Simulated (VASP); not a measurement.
# Cs in VASP: a series of runs

Runs on Cs. Level: PBEsol. Tasks: relaxation of cell and atoms, single point.

Program: VASP 6.6.1. These are calculated values, not measurements. Logs are shortened: lines on timing, memory, paths and dates and some standing lists are left out, and cuts for length are marked.

**1. The cell of the first run**

The structure is tetragonal, space group I4/mmm (No. 139). The conventional cell has a = 5.500 Å, b = 5.500 Å, c = 8.194 Å, α = 90.00°, β = 90.00°, γ = 90.00°.

**2. Relaxation of cell and atoms, PBEsol, target pressure 5 GPa, at which the enthalpy is minimised**

File INCAR:

```
  PREC = Accurate
  ENCUT = 600
  EDIFF = 1E-6
  ISMEAR = -1
  SIGMA = 0.05
  LREAL = False
  LASPH = True
  NELM = 100
  ALGO = Normal
  ISIF = 3
  LWAVE = False
  LCHARG = False
  GGA = PS
  IBRION = 2
  NSW = 60
  EDIFFG = -0.01
  PSTRESS = 50.0
```

File KPOINTS:

```
Automatic mesh
0
Gamma
  7 7 7
```

File POSCAR:

```
Cs
1.0
   -2.7500754600      2.7500754600      4.0972389800
    2.7500754600     -2.7500754600      4.0972389800
    2.7500754600      2.7500754600     -4.0972389800
Cs
1
Direct
    0.0000000000      0.0000000000      0.0000000000
```

Potentials or basis: VASP PAW PBE potentials, release 64 (Cs_sv).

The run is started by

```bash
> cat potpaw_PBE.64/Cs_sv/POTCAR > POTCAR
> mpirun -np 1 vasp_std > vasp.out
```

OUTCAR:

```text
PREC = Accurate
   ENCUT = 600
   EDIFF = 1E-6
   ISMEAR = -1
   LREAL = False
   LASPH = True
   NELM = 100
   ISIF = 3
   GGA = PS
   IBRION = 2
   NSW = 60
   EDIFFG = -0.01
   PSTRESS = 50.0

 ion  position               nearest neighbor table
   1  0.000  0.000  0.000-

  LATTYP: Found a body centered tetragonal cell.
 ALAT       =     5.5001509200
 C/A-ratio  =     1.4898642018

  Lattice vectors:

 A1 = (  -2.7500754600,   2.7500754600,   4.0972389800)
 A2 = (   2.7500754600,  -2.7500754600,   4.0972389800)
 A3 = (   2.7500754600,   2.7500754600,  -4.0972389800)

Analysis of symmetry for initial positions (statically):
=====================================================================
 Subroutine PRICEL returns:
 Original cell was already a primitive cell.

 Routine SETGRP: Setting up the symmetry group for a
 body centered tetragonal supercell.

 Subroutine GETGRP returns: Found 16 space group operations
 (whereof 16 operations were pure point group operations)
 out of a pool of 16 trial point group operations.

The static configuration has the point symmetry D_4h.

Analysis of symmetry for dynamics (positions and initial velocities):
=====================================================================
 Subroutine PRICEL returns:
 Original cell was already a primitive cell.

 Routine SETGRP: Setting up the symmetry group for a
 body centered tetragonal supercell.

 Subroutine GETGRP returns: Found 16 space group operations
 (whereof 16 operations were pure point group operations)
 out of a pool of 16 trial point group operations.

The dynamic configuration has the point symmetry D_4h.

 Subroutine INISYM returns: Found 16 space group operations
 (whereof 16 operations are pure point group operations),
 and found     1 'primitive' translations

----------------------------------------------------------------------------------------

                                     Primitive cell

  volume of cell :     123.9483

  direct lattice vectors                    reciprocal lattice vectors
    -2.750075460  2.750075460  4.097238980     0.000000000  0.181813193  0.122033399
     2.750075460 -2.750075460  4.097238980     0.181813193  0.000000000  0.122033399
     2.750075460  2.750075460 -4.097238980     0.181813193  0.181813193  0.000000000

  length of vectors
     5.649176695  5.649176695  5.649176695     0.218970746  0.218970746  0.257122683

  position of ions in fractional coordinates (direct lattice)
     0.000000000  0.000000000  0.000000000

  ion indices of the primitive-cell ions
   primitive index   ion index
                 1           1

----------------------------------------------------------------------------------------

 KPOINTS: Automatic mesh

Automatic generation of k-mesh.
 Grid dimensions read from file:
 generate k-points for:    7    7    7

 Generating k-lattice:

  Cartesian coordinates                     Fractional coordinates (reciprocal lattice)
     0.000000000  0.025973313  0.017433343     0.142857143  0.000000000  0.000000000
     0.025973313  0.000000000  0.017433343     0.000000000  0.142857143  0.000000000
     0.025973313  0.025973313  0.000000000     0.000000000  0.000000000  0.142857143

  Length of vectors
     0.031281535  0.031281535  0.036731812

  Shift w.r.t. Gamma in fractional coordinates (k-lattice)
     0.000000000  0.000000000  0.000000000

 Subroutine IBZKPT returns following result:
 ===========================================

 Found     40 irreducible k-points:

 Following reciprocal coordinates:
            Coordinates               Weight
  0.000000  0.000000  0.000000      1.000000
  0.142857 -0.000000  0.000000      8.000000
  0.285714 -0.000000  0.000000      8.000000
  0.428571 -0.000000  0.000000      8.000000
  0.142857  0.142857  0.000000      8.000000
  0.285714  0.142857  0.000000     16.000000
[... 16 lines left out ...]
 -0.142857  0.285714  0.142857      8.000000
 -0.428571  0.428571  0.142857      8.000000
 [... further k-points ...]
   k-points           NKPTS =     40   k-points in BZ     NKDIM =     40   number of bands    NBANDS=      8
   number of dos      NEDOS =    301   number of ions     NIONS =      1
   total plane-waves  NPLWV = 110592
   dimension x,y,z NGX =    48 NGY =   48 NGZ =   48
   dimension x,y,z NGXF=    96 NGYF=   96 NGZF=   96
   ions per type =               1
   NGX,Y,Z   is equivalent  to a cutoff of  14.13, 14.13, 14.13 a.u.
   NGXF,Y,Z  is equivalent  to a cutoff of  28.25, 28.25, 28.25 a.u.
 SYSTEM =  unknown system
   PREC   = accura    normal or accurate (medium, high low for compatibility)
   ISTART =      0    job   : 0-new  1-cont  2-samecut
   ICHARG =      2    charge: 1-file 2-atom 10-const
   ISPIN  =      1    spin polarized calculation?
   LNONCOLLINEAR =      F non collinear calculations
   LSORBIT =      F    spin-orbit coupling
   LASPH  =      T    aspherical Exc in radial PAW
[... 39 lines left out ...]
   NGX = 23   NGY = 23   NGZ = 23

--------------------------------------- Ionic step        1  -------------------------------------------

 number of electron       9.0000001 magnetization

 Free energy of the ion-electron system (eV)
  ---------------------------------------------------
  ext. energy  EPLUGINS =         0.00000000
  ---------------------------------------------------
  free energy    TOTEN  =        -0.94152985 eV

  energy without entropy =       -0.93459323  energy(sigma->0) =       -0.93806154

------------------------ aborting loop because EDIFF is reached ----------------------------------------

  FORCE on cell =-STRESS in cart. coord.  units (eV):
  Direction    XX          YY          ZZ          XY          YZ          ZX
  --------------------------------------------------------------------------------------
  -------------------------------------------------------------------------------------
  Total       -0.1569294     -0.1569294     -0.2063292      0.0000000      0.0000000     -0.0000000
  in kB       -2.0284972     -2.0284972     -2.6670480      0.0000000      0.0000000     -0.0000000
  external PRESSURE =     -52.2413475 kB  Pullay stress =      50.0000000 kB
[... 90 lines left out ...]
  FREE ENERGIE OF THE ION-ELECTRON SYSTEM (eV)
  ---------------------------------------------------
  free  energy   TOTEN  =        -0.5404447168 eV

  energy  without entropy=       -0.5205085197  energy(sigma->0) =       -0.53047662

  enthalpy is  TOTEN    =         1.1564756488 eV   P V=        1.6969203655

 E-fermi :   5.1959     XC(G=0):  -9.4681

 val. band max:        5.1758169482   @ k =  -0.4286   0.1429  -0.0000
 cond. band min:       5.2101886794   @ k =   0.4286   0.1429   0.0000
 fundamental gap:      0.0343717313
 Fermi energy:         5.1959455241

 k-point     1 :       0.0000    0.0000    0.0000
  band No.  band energies     occupation
      1     -19.2353      2.00000
      2      -4.3414      2.00000
      3      -4.2914      2.00000
      4      -4.2914      2.00000
      5       3.5556      2.00000
      6       7.8519      0.00000
      7       8.2354      0.00000
      8       8.2354      0.00000
[... 243 lines left out ...]
 k-point    24 :      -0.4286    0.4286    0.1429
  band No.  band energies     occupation
      1     -18.4972      2.00000
      2      -6.7951      2.00000
      3      -5.7425      2.00000
      4      -5.4834      2.00000
      5       4.7192      1.99986
      6       5.6127      0.00048
      7       9.3421      0.00000
      8      11.4041      0.00000

 [... further k-points ...]

[... ionic steps 4 to 14 ...]

--------------------------------------- Ionic step       15  -------------------------------------------

 number of electron       9.0000000 magnetization

------------------------ aborting loop because EDIFF is reached ----------------------------------------

  FORCE on cell =-STRESS in cart. coord.  units (eV):
  Direction    XX          YY          ZZ          XY          YZ          ZX
  --------------------------------------------------------------------------------------
  -------------------------------------------------------------------------------------
  Total        1.3971837      1.3971837      1.3646052      0.0000000      0.0000000      0.0000000
  in kB       49.6069754     49.6069754     48.4502766      0.0000000      0.0000000      0.0000000
  external PRESSURE =      -0.7785909 kB  Pullay stress =      50.0000000 kB
[... 59 lines left out ...]
  enthalpy is  TOTEN    =         1.1029689070 eV   P V=        1.4039043354

--------------------------------------- Ionic step       17  -------------------------------------------

 number of electron       9.0000000 magnetization

 Free energy of the ion-electron system (eV)
  ---------------------------------------------------
  ext. energy  EPLUGINS =         0.00000000
  ---------------------------------------------------
  free energy    TOTEN  =        -0.30215429 eV

  energy without entropy =       -0.28520524  energy(sigma->0) =       -0.29367976

 E-fermi :   3.9698     XC(G=0):  -8.6321

 val. band max:        3.9089875622   @ k =  -0.4286   0.4286   0.0000
 cond. band min:       3.9759404731   @ k =  -0.1429  -0.4286   0.1429
 fundamental gap:      0.0669529109
 Fermi energy:         3.9698460568

 k-point     1 :       0.0000    0.0000    0.0000
  band No.  band energies     occupation
      1     -20.0218      2.00000
      2      -5.7906      2.00000
      3      -5.7906      2.00000
      4      -5.7897      2.00000
      5       1.9650      2.00000
      6       6.8429      0.00000
      7       6.8429      0.00000
      8       6.8513      0.00000
[... 243 lines left out ...]
 k-point    24 :      -0.4286    0.4286    0.1429
  band No.  band energies     occupation
      1     -19.6361      2.00000
      2      -7.4304      2.00000
      3      -6.7097      2.00000
      4      -6.4804      2.00000
      5       3.7473      1.97692
      6       4.6604      0.00000
      7       7.1671      0.00000
      8       9.1344      0.00000

 [... further k-points ...]
[... 5 lines left out ...]
  --------------------------------------------------------------------------------------
  -------------------------------------------------------------------------------------
  Total        1.4047785      1.4047785      1.4058660      0.0000000      0.0000000     -0.0000000
  in kB       49.9889395     49.9889395     50.0276401      0.0000000      0.0000000     -0.0000000
  external PRESSURE =       0.0018397 kB  Pullay stress =      50.0000000 kB
[... 16 lines left out ...]
  FREE ENERGIE OF THE ION-ELECTRON SYSTEM (eV)
  ---------------------------------------------------
  free  energy   TOTEN  =        -0.3021542879 eV

  energy  without entropy=       -0.2852052394  energy(sigma->0) =       -0.29367976

  enthalpy is  TOTEN    =         1.1029350170 eV   P V=        1.4050893049

 reached required accuracy - stopping structural energy minimisation
```

It took 8.7 min on 1 thread of Intel Xeon Platinum 8259CL at 2.50GHz (Skylake/Cascade Lake), shared host; peak memory 0.39 GiB.

Results:

* Free energy: -0.3022 eV
* Relaxed volume: 45.02 Å³/atom
* Relaxed cell: a = 3.992 Å, b = 3.992 Å, c = 3.992 Å, α = 119.96°, β = 119.96°, γ = 90.07°
* Space group after relaxing (to 0.05 Å): Fm-3m (No. 225)
* Energy change on relaxing (the enthalpy is what falls): +639.4 meV/atom
* Ionic steps: 17
* Pressure after relaxing: 5.0 GPa

The path:
```csv
step,energy change (eV),largest force (eV/Å),pressure (GPa),volume (Å³)
1,0.0000,0.0000,-0.22,123.95
2,0.2172,0.0000,2.32,64.67
3,0.4011,0.0000,3.39,54.38
4,0.9216,0.0000,6.12,37.19
5,0.7331,0.0000,5.76,42.27
6,0.5523,0.0000,4.36,48.07
7,0.6361,0.0000,4.99,45.16
8,0.6704,0.0000,5.26,44.09
9,0.6537,0.0000,5.11,44.60
10,0.6395,0.0000,5.01,45.05
11,0.6117,0.0000,4.81,45.95
12,0.6315,0.0000,4.91,45.30
13,0.6345,0.0000,4.95,45.20
14,0.6349,0.0000,4.94,45.19
15,0.6364,0.0000,4.92,45.13
16,0.6406,0.0000,4.94,44.99
17,0.6394,0.0000,5.00,45.02
```

Final structure:
```
Cs
1.0
    -1.99740    1.99740    2.82133
     1.99740   -1.99740    2.82133
     1.99740    1.99740   -2.82133
Cs
1
Direct
  0.00000 0.00000 0.00000
```

Caveat: the cell is relaxed towards a set pressure, so the enthalpy falls and the energy may rise; the volume moved by over 15 % at a fixed basis, so the end points are rough; the PAW data sets were made with another functional, which shifts forces and pressure a little; spin-orbit coupling is left out, which moves the levels of the heavy elements.

**3. Relaxation of cell and atoms, PBEsol, target pressure 10 GPa, at which the enthalpy is minimised**

File INCAR:

```
PREC     = Accurate       # precision mode
ENCUT    = 600            # plane-wave cutoff, eV
EDIFF    = 1E-6           # SCF threshold, eV
ISMEAR   = -1             # smearing method
SIGMA    = 0.05           # smearing width, eV
LREAL    = F              # projectors in reciprocal space
LASPH    = T              # aspherical terms in the spheres
NELM     = 60             # most SCF steps
ALGO     = Normal         # electronic algorithm
ISIF     = 3              # what is computed and relaxed
LWAVE    = F              # write WAVECAR
LCHARG   = F              # write CHGCAR
GGA      = PS             # functional
IBRION   = 2              # ionic algorithm
NSW      = 60             # ionic steps
EDIFFG   = -0.01          # ionic threshold
PSTRESS  = 100.0
```

File KPOINTS:

```
regular mesh
0
Gamma
  7 7 7
```

POSCAR is that of step 2.

Potentials or basis: VASP PAW PBE potentials, release 64 (Cs_sv).

The run is started by

```bash
> cat potpaw_PBE.64/Cs_sv/POTCAR > POTCAR
> mpirun -np 1 vasp_std > vasp.out
```

Wall time 6.4 min (1 thread of Intel Xeon Platinum 8259CL at 2.50GHz (Skylake/Cascade Lake), shared host); peak memory 0.4 GiB.

It converged, with:

```
Free energy                                            : 0.2285 eV
Relaxed volume                                         : 32.23 Å³/atom
Relaxed cell                                           : a = 3.579 Å, b = 3.579 Å, c = 3.579 Å, α = 120.35°, β = 120.35°, γ = 89.39°
Space group after relaxing (to 0.05 Å)                 : Fm-3m (No. 225)
Energy change on relaxing (the enthalpy is what falls) : +1170.1 meV/atom
Ionic steps                                            : 15
Pressure after relaxing                                : 10.0 GPa
```

Step by step:
```csv
step,energy change (eV),largest force (eV/Å),pressure (GPa),volume (Å³)
1,0.0000,0.0000,-0.22,123.95
2,1.3867,0.0000,13.99,29.31
3,1.1125,0.0000,9.41,33.20
4,1.1789,0.0000,10.34,32.11
5,1.1586,0.0000,9.93,32.43
6,1.1560,0.0000,9.87,32.47
7,1.1585,0.0000,9.97,32.43
8,1.1595,0.0000,9.92,32.41
9,1.1616,0.0000,9.98,32.37
10,1.1661,0.0000,9.95,32.30
11,1.1754,0.0000,10.13,32.15
12,1.1724,0.0000,10.04,32.20
13,1.1733,0.0000,10.07,32.18
14,1.1657,0.0000,9.94,32.30
15,1.1701,0.0000,10.02,32.23
```

Final structure:
```yaml
crystal:
  lattice:
    - [-1.77980, 1.77980, 2.54381]
    - [1.77980, -1.77980, 2.54381]
    - [1.77980, 1.77980, -2.54381]
  atoms:
    - { symbol: Cs, position: [0.00000, 0.00000, 0.00000] }
```

Levels at points of the mesh, in eV from the Fermi level:
| k point | band 1 | band 2 | band 3 | band 4 | band 5 | band 6 | band 7 | band 8 |
| --- | --- | --- | --- | --- | --- | --- | --- | --- |
| (0.00, 0.00, 0.00) | -24.86 | -9.19 | -9.18 | -9.18 | -1.08 | 2.89 | 2.99 | 2.99 |

Caveat: the cell is relaxed towards a set pressure, so the enthalpy falls and the energy may rise; the volume moved by over 15 % at a fixed basis, so the end points are rough; the PAW data sets were made with another functional, which shifts forces and pressure a little; spin-orbit coupling is left out, which moves the levels of the heavy elements.

**4. Single point, PBEsol**

File INCAR:

```
  PREC = Accurate
  ENCUT = 500
  EDIFF = 1E-6
  ISMEAR = 1
  SIGMA = 0.05
  LREAL = False
  LASPH = True
  NELM = 120
  ALGO = Normal
  ISIF = 2
  LWAVE = False
  LCHARG = True
  GGA = PS
  LELF = True
  LVHAR = True
  NBANDS = 10
  GGA_COMPAT = False
```

File KPOINTS:

```
Automatic mesh
0
Gamma
  4 4 5
```

File POSCAR:

```
Cs
1.0
   -2.7973580000      2.7424810000      4.0811890000
    2.8049630000     -2.7377380000      4.0831100000
    2.7668210000      2.7072010000     -4.0780060000
Cs
1
Direct
    0.0039420000     -0.0002670000      0.0014820000
```

The run is started by

```bash
> cat potpaw_PBE.64/Cs_sv/POTCAR > POTCAR
> mpirun -np 1 vasp_std > vasp.out
```

It used 65 s of CPU time on 1 thread of AMD EPYC 7R13 Processor (Zen 3), with other jobs on the host.

Results (log left out):

* Free energy: -0.9156 eV
* Pressure: -0.2 GPa

Stress tensor (GPa, compression positive):
```
-0.19  0.07  0.03
 0.07 -0.14  0.00
 0.03  0.00 -0.29
```

Levels at points of the mesh, in eV from the Fermi level:
```csv
k point,band 1,band 2,band 3,band 4,band 5,band 6,band 7,band 8,band 9
"(0.00, 0.00, 0.00)",-23.86,-10.59,-10.59,-10.58,-1.58,2.35,2.43,2.56,3.32
"(0.50, 0.00, 0.00)",-23.85,-10.70,-10.61,-10.60,0.04,0.76,2.24,2.36,4.12
"(0.00, 0.50, 0.00)",-23.85,-10.69,-10.61,-10.60,-0.01,0.70,2.19,2.48,4.18
"(0.50, 0.50, 0.00)",-23.85,-10.69,-10.64,-10.62,0.38,1.10,1.40,3.72,3.85
```

Caveat: the PAW data sets were made with another functional, which shifts forces and pressure a little; spin-orbit coupling is left out, which moves the levels of the heavy elements.

**5. Single point, PBEsol**

File INCAR:

```
SYSTEM = Cs
  PREC = Accurate
  ENCUT = 500
  EDIFF = 1E-6
  ISMEAR = 1
  SIGMA = 0.05
  LREAL = .FALSE.
  LASPH = .TRUE.
  NELM = 120
  ALGO = Normal
  ISIF = 2
  LWAVE = .FALSE.
  LCHARG = .TRUE.
  GGA = PS
  LELF = .TRUE.
  LVHAR = .TRUE.
  NBANDS = 10
  GGA_COMPAT = .FALSE.
```

File KPOINTS:

```
regular mesh
0
G
  4 4 5
  0 0 0
```

POSCAR is that of step 4.

The run is started by

```bash
> cat potpaw_PBE.64/Cs_sv/POTCAR > POTCAR
> mpirun -np 1 vasp_std > vasp.out
```

It used 58 s of CPU time on 1 thread of AMD EPYC 7R13 Processor (Zen 3) (shared host).

The run converged. Its results:

```yaml
Free_energy: -0.9156 eV
Pressure: -0.2 GPa
```

Stress tensor (GPa, compression positive):
```
-0.19  0.07  0.03
 0.07 -0.14  0.00
 0.03  0.00 -0.29
```

Levels at points of the mesh, in eV from the Fermi level:
| k point | band 2 | band 3 | band 4 | band 5 | band 6 | band 7 |
| --- | --- | --- | --- | --- | --- | --- |
| (0.00, 0.00, 0.00) | -10.59 | -10.59 | -10.58 | -1.58 | 2.35 | 2.43 |
| (0.50, 0.00, 0.00) | -10.70 | -10.61 | -10.60 | 0.04 | 0.76 | 2.24 |
| (0.00, 0.50, 0.00) | -10.69 | -10.61 | -10.60 | -0.01 | 0.70 | 2.19 |
| (0.50, 0.50, 0.00) | -10.69 | -10.64 | -10.62 | 0.38 | 1.10 | 1.40 |

Caveat: the PAW data sets were made with another functional, which shifts forces and pressure a little; spin-orbit coupling is left out, which moves the levels of the heavy elements.

**6. Summary**

```tsv
task	cell	k mesh	cutoff (eV)	smearing	gap on the mesh (eV)	pressure (GPa)
relaxation of cell and atoms	relaxed to 5 GPa from a = 5.649 Å, angles 121.7, 121.7, 87.0°, 1 atom	7 × 7 × 7	600	fermi-dirac 0.05 eV	none	5.0
relaxation of cell and atoms	relaxed to 10 GPa from a = 5.649 Å, angles 121.7, 121.7, 87.0°, 1 atom	7 × 7 × 7	600	fermi-dirac 0.05 eV	none	10.0
single point	a = 5.657, b = 5.660, c = 5.623 Å, angles 120.8, 122.2, 87.7°, 1 atom	4 × 4 × 5	500	methfessel-paxton 0.05 eV	none	-0.2
```

Alike in all rows: level PBEsol; potentials or basis VASP PAW PBE potentials, release 64 (Cs_sv); no spin polarisation.

Caveats: the PAW data sets were made with another functional, which shifts forces and pressure a little; spin-orbit coupling is left out, which moves the levels of the heavy elements; the cell is relaxed towards a set pressure, so the enthalpy falls and the energy may rise (some runs); the volume moved by over 15 % at a fixed basis, so the end points are rough (some runs).

Absolute energies hang on the potentials; compare differences alone.
